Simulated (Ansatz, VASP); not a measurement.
# WS2: VASP beside Ansatz

The input INCAR:

```
SYSTEM = WS2
PREC = Accurate ; ENCUT = 520
EDIFF = 1E-7 ; ISMEAR = -1
SIGMA = 0.08 ; LREAL = .False.
LASPH = .True. ; NELM = 80
ALGO = Normal ; ISIF = 2
LWAVE = .False. ; LCHARG = .False.
GGA = PE ; NBANDS = 20
```

File KPOINTS:

```
regular mesh
0
Gamma
  13 13 13
  0 0 0
```

File POSCAR:

```
WS2
1.0
    1.5467668421      0.8930262526      6.0375124514
   -1.5467668421      0.8930262526      6.0375124514
    0.0000000000     -1.7860525053      6.0375124514
W S
1 2
Direct
    0.0000000000      0.0000000000      0.0000000000
    0.7503000000      0.7503000000      0.7503000000
    0.5810000000      0.5810000000      0.5810000000
```

Input for Ansatz:

```yaml
crystal:
  lattice:
    - [1.5467668421, 0.8930262526, 6.0375124514]
    - [-1.5467668421, 0.8930262526, 6.0375124514]
    - [0.0, -1.7860525053, 6.0375124514]
  atoms:
    - { symbol: W, position: [0.0, 0.0, 0.0] }
    - { symbol: S, position: [0.7503, 0.7503, 0.7503] }
    - { symbol: S, position: [0.581, 0.581, 0.581] }
kpoints:
  mp_grid: { grid: [13, 13, 13] }
  band_path:
    path:
      - [0.0, 0.0, 0.0]
      - [0.5, 0.5, 0.5]
      - [0.8187478403, 0.1812521597, 0.5]
      - [0.5, -0.1812521597, 0.1812521597]
      - [0.5, 0.0, 0.0]
      - [0.0, 0.0, 0.0]
      - [0.3406260799, -0.3406260799, 0.0]
      - [0.6593739201, 0.0, 0.3406260799]
      - [0.5, 0.0, 0.5]
    npoints: 5
scf:
  occupations: { method: fermi_dirac, width: 0.08 }
hamiltonian:
  xc: pbe
  pseudopotentials: { kind: all_electron, lapw: { basis_error: 0.0005 } }
output:
  forces: true
  stress: true
  eigenvalues: true
```

Change from the starting cell: volume scaled by 0.94.

Alike in both runs: task single point; functional PBE; k mesh 13 × 13 × 13; occupations fermi-dirac, width 0.08 eV; no spin polarisation.

|  | VASP | Ansatz |
| --- | --- | --- |
| version | VASP 6.6.1 | Ansatz 0.2.0 |
| potentials or method | VASP PAW PBE potentials, release 64 (W_sv, S), cutoff 520 eV | all-electron LAPW, scalar-relativistic |

VASP gave:

- pressure (GPa): 17.0
- traceless stress, the component that is largest in VASP (GPa): 1.03
- rms of the force components (eV/Å): 0.726

Task: Estimate Ansatz's values.

Result: Pressure (GPa): 17.0; traceless stress, the component that is largest in VASP (GPa): 1.02; rms of the force components (eV/Å): 0.725.

Atom by atom the forces differ by 0.001 eV/Å (rms over components). Ansatz ran all-electron here, and VASP with PAW potentials.

Spin-orbit coupling is off throughout.
